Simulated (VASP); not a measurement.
Input of a VASP 6.6.1 run:

The input INCAR:

```
SYSTEM = NiO
PREC = Accurate ; ENCUT = 600
EDIFF = 1E-7 ; ISMEAR = -1
SIGMA = 0.05 ; LREAL = .FALSE.
LASPH = .TRUE. ; NELM = 150
ALGO = Normal ; ISIF = 3
LWAVE = .FALSE. ; LCHARG = .FALSE.
ISPIN = 2 ; MAGMOM = 1 0
LORBIT = 11 ; LMAXMIX = 4
GGA = PE ; IBRION = 2
NSW = 60 ; EDIFFG = -0.01
```

Contents of KPOINTS:

```
regular mesh
0
G
  11 11 11
  0 0 0
```

File POSCAR:

```
NiO
1.0
    2.5046153800      0.0000000000      0.0000000000
    0.0000000000      2.5046153800      0.0000000000
    0.0000000000      0.0000000000      2.5046153800
Ni O
1 1
Direct
    0.0000000000      0.0000000000      0.0000000000
    0.5000000000      0.5000000000      0.5000000000
```

Potentials or basis: VASP PAW PBE potentials, release 64 (Ni, O).

Launch:

```console
$ cat potpaw_PBE.64/Ni/POTCAR potpaw_PBE.64/O/POTCAR > POTCAR
$ mpirun -np 1 vasp_std > vasp.out
```

(1) Estimate the relaxed volume.

(2) What does it give for the space group after relaxing (to 0.05 Å)?

(3) What does it give for the net moment?

(4) Predict the band gap on the k mesh.

Results:

(1) 8.62 Å³/atom.

(2) Pm-3m (No. 221).

(3) 0.00 μB per cell.

(4) zero (filled and empty bands overlap).

Caveat: semilocal functionals often make such compounds metallic where correlation or magnetic order opens a gap, which also shifts bond lengths.
